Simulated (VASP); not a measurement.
# Nb (Pm-3m) in VASP: notebook, part 2 of 2

VASP 6.6.1. Earlier steps stand in the parts before.

### Step 3. Single point, revPBE (volume scaled by 1.04)

Contents of INCAR:

```
SYSTEM = Nb
PREC = Accurate
ENCUT = 520
EDIFF = 1E-7
ISMEAR = -1
SIGMA = 0.1
LREAL = .FALSE.
LASPH = .TRUE.
NELM = 100
ALGO = Normal
ISIF = 2
LWAVE = .FALSE.
LCHARG = .FALSE.
GGA = RE
NBANDS = 12
```

Contents of KPOINTS:

```
Automatic mesh
0
G
  13 13 13
  0 0 0
```

Contents of POSCAR:

```
Nb
1.0
    2.7686919799      0.0000000000      0.0000000000
    0.0000000000      2.7686919799      0.0000000000
    0.0000000000      0.0000000000      2.7686919799
Nb
1
Direct
    0.0000000000      0.0000000000      0.0000000000
```

Potentials or basis: VASP PAW PBE potentials, release 64 (Nb_sv).

Launch:

```bash
cat potpaw_PBE.64/Nb_sv/POTCAR > POTCAR
mpirun -np 1 vasp_std > vasp.out
```

OUTCAR:

```text
SYSTEM = Nb
   PREC = Accurate
   ENCUT = 520
   EDIFF = 1E-7
   ISMEAR = -1
   LREAL = .FALSE.
   LASPH = .TRUE.
   NELM = 100
   ISIF = 2
   GGA = RE

 ion  position               nearest neighbor table
   1  0.000  0.000  0.000-

  LATTYP: Found a simple cubic cell.
 ALAT       =     2.7686919799

  Lattice vectors:

 A1 = (   2.7686919799,   0.0000000000,   0.0000000000)
 A2 = (   0.0000000000,   2.7686919799,   0.0000000000)
 A3 = (   0.0000000000,   0.0000000000,   2.7686919799)

Analysis of symmetry for initial positions (statically):
=====================================================================
 Subroutine PRICEL returns:
 Original cell was already a primitive cell.

 Routine SETGRP: Setting up the symmetry group for a
 simple cubic supercell.

 Subroutine GETGRP returns: Found 48 space group operations
 (whereof 48 operations were pure point group operations)
 out of a pool of 48 trial point group operations.

The static configuration has the point symmetry O_h .

Analysis of symmetry for dynamics (positions and initial velocities):
=====================================================================
 Subroutine PRICEL returns:
 Original cell was already a primitive cell.

 Routine SETGRP: Setting up the symmetry group for a
 simple cubic supercell.

 Subroutine GETGRP returns: Found 48 space group operations
 (whereof 48 operations were pure point group operations)
 out of a pool of 48 trial point group operations.

The dynamic configuration has the point symmetry O_h .

 Subroutine INISYM returns: Found 48 space group operations
 (whereof 48 operations are pure point group operations),
 and found     1 'primitive' translations

----------------------------------------------------------------------------------------

                                     Primitive cell

  volume of cell :      21.2238

  direct lattice vectors                    reciprocal lattice vectors
     2.768691980  0.000000000  0.000000000     0.361181384  0.000000000  0.000000000
     0.000000000  2.768691980  0.000000000     0.000000000  0.361181384  0.000000000
     0.000000000  0.000000000  2.768691980     0.000000000  0.000000000  0.361181384

  length of vectors
     2.768691980  2.768691980  2.768691980     0.361181384  0.361181384  0.361181384

  position of ions in fractional coordinates (direct lattice)
     0.000000000  0.000000000  0.000000000

  ion indices of the primitive-cell ions
   primitive index   ion index
                 1           1

----------------------------------------------------------------------------------------

 KPOINTS: Automatic mesh

Automatic generation of k-mesh.
 Grid dimensions read from file:
 generate k-points for:   13   13   13

 Generating k-lattice:

  Cartesian coordinates                     Fractional coordinates (reciprocal lattice)
     0.027783183  0.000000000  0.000000000     0.076923077  0.000000000  0.000000000
     0.000000000  0.027783183  0.000000000     0.000000000  0.076923077  0.000000000
     0.000000000  0.000000000  0.027783183     0.000000000  0.000000000  0.076923077

  Length of vectors
     0.027783183  0.027783183  0.027783183

  Shift w.r.t. Gamma in fractional coordinates (k-lattice)
     0.000000000  0.000000000  0.000000000

 Subroutine IBZKPT returns following result:
 ===========================================

 Found     84 irreducible k-points:

 Following reciprocal coordinates:
            Coordinates               Weight
  0.000000  0.000000  0.000000      1.000000
  0.076923  0.000000  0.000000      6.000000
  0.153846  0.000000  0.000000      6.000000
  0.230769  0.000000  0.000000      6.000000
  0.307692  0.000000  0.000000      6.000000
  0.384615  0.000000  0.000000      6.000000
[... 16 lines left out ...]
  0.307692  0.307692  0.000000     12.000000
  0.384615  0.307692  0.000000     24.000000
 [... further k-points ...]
   k-points           NKPTS =     84   k-points in BZ     NKDIM =     84   number of bands    NBANDS=     12
   number of dos      NEDOS =    301   number of ions     NIONS =      1
   total plane-waves  NPLWV =  13824
   dimension x,y,z NGX =    24 NGY =   24 NGZ =   24
   dimension x,y,z NGXF=    48 NGYF=   48 NGZF=   48
   ions per type =               1
   NGX,Y,Z   is equivalent  to a cutoff of  14.41, 14.41, 14.41 a.u.
   NGXF,Y,Z  is equivalent  to a cutoff of  28.82, 28.82, 28.82 a.u.
 SYSTEM =  Nb
   PREC   = accura    normal or accurate (medium, high low for compatibility)
   ISTART =      0    job   : 0-new  1-cont  2-samecut
   ICHARG =      2    charge: 1-file 2-atom 10-const
   ISPIN  =      1    spin polarized calculation?
   LNONCOLLINEAR =      F non collinear calculations
   LSORBIT =      F    spin-orbit coupling
   LASPH  =      T    aspherical Exc in radial PAW
   ENCUT  =  520.0 eV  38.22 Ry    6.18 a.u.   5.15  5.15  5.15*2*pi/ulx,y,z
   NELM   =    100;   NELMIN=  2; NELMDL= -5     # of ELM steps
   EDIFF  = 0.1E-06   stopping-criterion for ELM
   LREAL  =      F    real-space projection
   EDIFFG = 0.1E-05   stopping-criterion for IOM
   NSW    =      0    number of steps for IOM
   IBRION =     -1    ionic relax: 0-MD 1-quasi-New 2-CG
   NFREE  =      0    steps in history (QN), initial steepest desc. (CG)
   ISIF   =      2    stress and relaxation
   ISYM   =      2    0-nonsym 1-usesym 2-fastsym
   POTIM  = 0.5000    time-step for ionic-motion
   TEBEG  =    0.0;   TEEND  =   0.0 temperature during run
   PSTRESS=    0.0 pullay stress
   NELECT =      13.0000    total number of electrons
   NUPDOWN=      -1.0000    fix difference up-down
   EMIN   =  10.00;   EMAX   =-10.00  energy-range for DOS
   EFERMI =   0.00;   METHOD = LEGACY
   ISMEAR =    -1;   SIGMA  =   0.10  broadening in eV -4-tet -1-fermi 0-gaus
   EFERMI_NEDOS =   21; number of points for ismear=-14 and -15
   IALGO  =     38    algorithm
   IMIX   =      4    mixing-type and parameters
     AMIX     =   0.40;   BMIX     =  1.00
     AMIX_MAG =   1.60;   BMIX_MAG =  1.00
  volume/ion in A,a.u.               =      21.22       143.23
  Fermi-wavevector in a.u.,A,eV,Ry     =   1.390320  2.627323 26.299906  1.932989
  Thomas-Fermi vector in A             =   2.514266
   LORBIT       =      0    0 simple, 1 ext, 2 COOP (PROOUT), +10 PAW based schemes
   GGA     = RE    functional components
   LHFCALC =     F    Hartree Fock is set to
   AEXX    =    0.0000 exact exchange contribution
   IVDW    =     0    specifies the selected vdW correction
   LEPSILON=     F    determine dielectric tensor
   LRPA    =     F    only Hartree local field effects (RPA)
 non-spin polarized calculation
  energy-cutoff  :      520.00
  volume of cell :       21.22
 maximum number of plane-waves:       587
 NGX is ok and might be reduce to    24
   NGX = 11   NGY = 11   NGZ = 11

 number of electron      13.0000000 magnetization

 Free energy of the ion-electron system (eV)
  ---------------------------------------------------
  ext. energy  EPLUGINS =         0.00000000
  ---------------------------------------------------
  free energy    TOTEN  =        -8.84126376 eV

  energy without entropy =       -8.80505490  energy(sigma->0) =       -8.82315933

 E-fermi :   9.1945     XC(G=0): -11.5072

 val. band max:        9.1899591750   @ k =   0.4615   0.3077   0.2308
 cond. band min:       9.2346896803   @ k =   0.4615   0.4615   0.1538
 fundamental gap:      0.0447305053
 Fermi energy:         9.1945265978

 k-point     1 :       0.0000    0.0000    0.0000
  band No.  band energies     occupation
      1     -45.5548      2.00000
      2     -20.9500      2.00000
      3     -20.9500      2.00000
      4     -20.9500      2.00000
      5       3.7149      2.00000
      6       6.5920      2.00000
      7       6.5920      2.00000
      8      13.9357      0.00000
      9      13.9357      0.00000
     10      13.9357      0.00000
     11      23.3384      0.00000
     12      23.3384      0.00000
[... 331 lines left out ...]
 k-point    24 :       0.3846    0.3077    0.0000
  band No.  band energies     occupation
      1     -45.3230      2.00000
      2     -21.9183      2.00000
      3     -21.6619      2.00000
      4     -20.7799      2.00000
      5       6.4806      2.00000
      6       7.6545      2.00000
      7      10.9534      0.00000
      8      11.6426      0.00000
      9      12.2458      0.00000
     10      12.5004      0.00000
     11      18.3574      0.00000
     12      22.4687      0.00000

 [... further k-points ...]

------------------------ aborting loop because EDIFF is reached ----------------------------------------

  FORCE on cell =-STRESS in cart. coord.  units (eV):
  Direction    XX          YY          ZZ          XY          YZ          ZX
  --------------------------------------------------------------------------------------
  -------------------------------------------------------------------------------------
  Total       -0.6740476     -0.6740476     -0.6740476      0.0000000      0.0000000     -0.0000000
  in kB      -50.8835285    -50.8835285    -50.8835285      0.0000000      0.0000000     -0.0000000
  external PRESSURE =     -50.8835285 kB  Pullay stress =       0.0000000 kB

 VOLUME and BASIS-vectors are now :
 -----------------------------------------------------------------------------
  energy-cutoff  :      520.00
  volume of cell :       21.22
      direct lattice vectors                 reciprocal lattice vectors
     2.768691980  0.000000000  0.000000000     0.361181384  0.000000000  0.000000000
     0.000000000  2.768691980  0.000000000     0.000000000  0.361181384  0.000000000
     0.000000000  0.000000000  2.768691980     0.000000000  0.000000000  0.361181384

 POSITION                                       TOTAL-FORCE (eV/Angst)
 -----------------------------------------------------------------------------------
      0.00000      0.00000      0.00000         0.000000      0.000000      0.000000
 -----------------------------------------------------------------------------------
    total drift:                               -0.000000      0.000000      0.000000

  FREE ENERGIE OF THE ION-ELECTRON SYSTEM (eV)
  ---------------------------------------------------
  free  energy   TOTEN  =        -8.8412637622 eV

  energy  without entropy=       -8.8050549029  energy(sigma->0) =       -8.82315933
```

OSZICAR:

```text
N       E                     dE             d eps       ncg     rms          rms(c)
DAV:   1     0.117415513064E+03    0.11742E+03   -0.71499E+03  2032   0.105E+03
DAV:   2    -0.384718937260E+01   -0.12126E+03   -0.11575E+03  2220   0.379E+02
DAV:   3    -0.879401638047E+01   -0.49468E+01   -0.46828E+01  2880   0.660E+01
DAV:   4    -0.912769911906E+01   -0.33368E+00   -0.33152E+00  2836   0.161E+01
DAV:   5    -0.914249564691E+01   -0.14797E-01   -0.14763E-01  3056   0.268E+00    0.593E+00
DAV:   6    -0.884857576712E+01    0.29392E+00   -0.53198E-01  3188   0.873E+00    0.220E+00
DAV:   7    -0.883359765226E+01    0.14978E-01   -0.12533E-01  3400   0.424E+00    0.910E-01
DAV:   8    -0.884118241926E+01   -0.75848E-02   -0.13016E-02  2316   0.145E+00    0.368E-02
DAV:   9    -0.884125911070E+01   -0.76691E-04   -0.11244E-03  3376   0.279E-01    0.547E-02
DAV:  10    -0.884127134141E+01   -0.12231E-04   -0.18204E-05  2488   0.518E-02    0.346E-02
DAV:  11    -0.884126475285E+01    0.65886E-05   -0.21638E-05  2664   0.788E-02    0.845E-03
DAV:  12    -0.884126430458E+01    0.44827E-06   -0.46121E-07  2660   0.695E-03    0.535E-03
DAV:  13    -0.884126373040E+01    0.57418E-06   -0.34101E-07  2544   0.688E-03    0.131E-04
DAV:  14    -0.884126376222E+01   -0.31818E-07   -0.12463E-08  1352   0.139E-03
   1 F= -.88412638E+01 E0= -.88231593E+01  d E =-.362089E-01
```

stdout:

```text
POSCAR found type information on POSCAR Nb
 POSCAR found :  1 types and       1 ions
 scaLAPACK will be used
 -----------------------------------------------------------------------------
|                                                                             |
|                                                                             |
|     You enforced a specific xc type in the INCAR file but a different       |
|     I HOPE YOU KNOW WHAT YOU ARE DOING!                                     |
|                                                                             |
 -----------------------------------------------------------------------------

 LDA part: xc-table for (Slater+PW92), standard interpolation
 POSCAR, INCAR and KPOINTS ok, starting setup
 FFT: planning ... GRIDC
 FFT: planning ... GRID_SOFT
 FFT: planning ... GRID
 WAVECAR not read
 entering main loop
```

It took 12 s on 1 thread of Intel Xeon 6975P-C (Granite Rapids), shared host; peak memory 0.14 GiB.

Results:

```
Free energy : -8.8413 eV
Pressure    : -5.1 GPa
```

Levels at points of the mesh, in eV from the Fermi level:
```
           k point  band 4  band 5  band 6  band 7  band 8  band 9  band 10  band 11
(0.00, 0.00, 0.00)  -30.14   -5.48   -2.60   -2.60    4.74    4.74     4.74    14.14
```

Caveat: the PAW data sets were made with another functional, which shifts forces and pressure a little.

### Step 4. Single point, revPBE (volume scaled by 1.08)

INCAR: that of step 3 with these lines changed.

```diff
@@ -3,3 +3,3 @@
 ENCUT = 520
-EDIFF = 1E-7
+EDIFF = 1E-6
 ISMEAR = -1
@@ -8,3 +8,3 @@
 LASPH = .TRUE.
-NELM = 100
+NELM = 60
 ALGO = Normal
```

KPOINTS is that of step 3.

Contents of POSCAR:

```
Nb
1.0
    2.8037424347      0.0000000000      0.0000000000
    0.0000000000      2.8037424347      0.0000000000
    0.0000000000      0.0000000000      2.8037424347
Nb
1
Direct
    0.0000000000      0.0000000000      0.0000000000
```

Launch:

```bash
cat potpaw_PBE.64/Nb_sv/POTCAR > POTCAR
mpirun -np 1 vasp_std > vasp.out
```

Run time: 9.9 s. Hardware: 1 thread of Intel Xeon 6975P-C (Granite Rapids), shared host; peak memory 0.14 GiB.

Results (log left out):

* Free energy: -8.8062 eV
* Pressure: -8.7 GPa

Levels at points of the mesh, in eV from the Fermi level:
```csv
k point,band 5,band 6,band 7,band 8,band 9,band 10
"(0.00, 0.00, 0.00)",-5.38,-2.47,-2.47,4.53,4.53,4.53
```

Caveat: the PAW data sets were made with another functional, which shifts forces and pressure a little.

### Step 5. Single point, revPBE (volume scaled by 1.12)

Contents of INCAR:

```
SYSTEM = Nb
  PREC = Accurate
  ENCUT = 520
  EDIFF = 1E-6
  ISMEAR = -1
  SIGMA = 0.1
  LREAL = .False.
  LASPH = .True.
  NELM = 80
  ALGO = Normal
  ISIF = 2
  LWAVE = .False.
  LCHARG = .True.
  GGA = RE
  LELF = .True.
  LVHAR = .True.
  NBANDS = 12
```

Contents of KPOINTS:

```
regular mesh
0
Gamma
  13 13 13
  0 0 0
```

Contents of POSCAR:

```
Nb
1.0
    2.8379377857      0.0000000000      0.0000000000
    0.0000000000      2.8379377857      0.0000000000
    0.0000000000      0.0000000000      2.8379377857
Nb
1
Direct
    0.0000000000      0.0000000000      0.0000000000
```

Launch:

```bash
cat potpaw_PBE.64/Nb_sv/POTCAR > POTCAR
mpirun -np 1 vasp_std > vasp.out
```

Run time: 12 s. Hardware: 1 thread of Intel Xeon 6975P-C (Granite Rapids), shared host; peak memory 0.14 GiB.

The run converged. Its results:

| Property | Result |
| --- | --- |
| Free energy | -8.7541 eV |
| Pressure | -11.7 GPa |

Levels at points of the mesh, in eV from the Fermi level:
```
           k point  band 3  band 4  band 5  band 6  band 7  band 8  band 9  band 10  band 11  band 12
(0.00, 0.00, 0.00)  -30.33  -30.33   -5.29   -2.35   -2.35    4.33    4.33     4.33    13.54    13.54
```

Caveat: the PAW data sets were made with another functional, which shifts forces and pressure a little.

### Step 6. The runs side by side

| cell | gap on the mesh (eV) | pressure (GPa) |
| --- | --- | --- |
| a = 2.733 Å, 1 atom | none | -0.6 |
| a = 2.769 Å, 1 atom | none | -5.1 |
| a = 2.804 Å, 1 atom | none | -8.7 |
| a = 2.838 Å, 1 atom | none | -11.7 |

Alike in all rows: task single point; level revPBE; potentials or basis VASP PAW PBE potentials, release 64 (Nb_sv); no spin polarisation; k mesh 13 × 13 × 13; cutoff (eV) 520; smearing fermi-dirac 0.1 eV.

Caveats: the PAW data sets were made with another functional, which shifts forces and pressure a little.

Absolute energies hang on the potentials; compare differences alone.
